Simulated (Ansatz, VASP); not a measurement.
Two plane-wave programs on Zn27Se26

```
Zn Se
1.0
     0.00000    8.50140    8.50140
     8.50140    0.00000    8.50140
     8.50140    8.50140    0.00000
Zn Se
27 26
Direct
  0.00940 0.01021 0.01010
  0.00808 0.00859 0.30779
  0.00112 0.00094 0.66598
  0.00995 0.30365 0.00961
  0.00038 0.33292 0.33273
  0.00054 0.33254 0.66711
  0.00115 0.66552 0.00119
  0.00044 0.66701 0.33270
  0.00103 0.66523 0.66602
  0.30791 0.00884 0.00817
  0.33286 0.00029 0.33298
  0.33249 0.00045 0.66716
  0.33267 0.33325 0.00041
  0.33319 0.33347 0.33322
  0.33278 0.33320 0.66694
  0.33263 0.66738 0.00039
  0.33286 0.66724 0.33293
  0.33296 0.66677 0.66687
  0.66605 0.00101 0.00100
  0.66684 0.00039 0.33291
  0.66574 0.00090 0.66582
  0.66702 0.33324 0.00050
  0.66702 0.33332 0.33257
  0.66673 0.33303 0.66685
  0.66591 0.66539 0.00112
  0.66682 0.66676 0.33303
  0.66681 0.66674 0.66678
  0.08245 0.08245 0.41223
  0.08235 0.08237 0.75677
  0.08238 0.41170 0.08238
  0.08309 0.41666 0.41666
  0.08247 0.41160 0.75660
  0.08230 0.75691 0.08243
  0.08244 0.75590 0.41232
  0.08343 0.74981 0.75008
  0.41232 0.08271 0.08252
  0.41649 0.08326 0.41671
  0.41223 0.08273 0.75568
  0.41659 0.41698 0.08310
  0.41661 0.41689 0.41656
  0.41645 0.41651 0.75017
  0.41218 0.75620 0.08251
  0.41652 0.75014 0.41655
  0.41654 0.75019 0.75013
  0.75648 0.08272 0.08255
  0.75562 0.08275 0.41226
  0.75001 0.08345 0.74999
  0.75664 0.41192 0.08240
  0.75011 0.41648 0.41656
  0.75017 0.41650 0.75019
  0.75004 0.75001 0.08349
  0.75015 0.75021 0.41649
  0.74997 0.74992 0.75003
```

Alike in both runs: task single point; functional PBE; k mesh 1 × 1 × 1; occupations gaussian, width 0.05 eV; collinear spin.

|  | VASP | Ansatz |
| --- | --- | --- |
| version | VASP 6.6.1 | Ansatz 0.2.0 |
| potentials or method | VASP PAW PBE potentials, release 64 (Zn, Se), cutoff 520 eV | scalar-relativistic, plane waves, PAW |
| valence electrons in the cell | 480 | 740 |

|  | VASP | Ansatz | Ansatz less VASP |
| --- | --- | --- | --- |
| gap on the k mesh at the Fermi level (eV) | 1.64 | 1.64 | -0.001 |
| rms of the force components (eV/Å) | 0.019 | 0.019 | -0.0004 |

Atom by atom the forces differ by 0.005 eV/Å (rms over components). The functional is the same, so the differences come from potentials, cutoffs and numerics. VASP's potentials hold 480 valence electrons a cell and Ansatz's 740, so a difference there can come from the potentials and not from the codes. Ansatz's warnings: stability check not made.
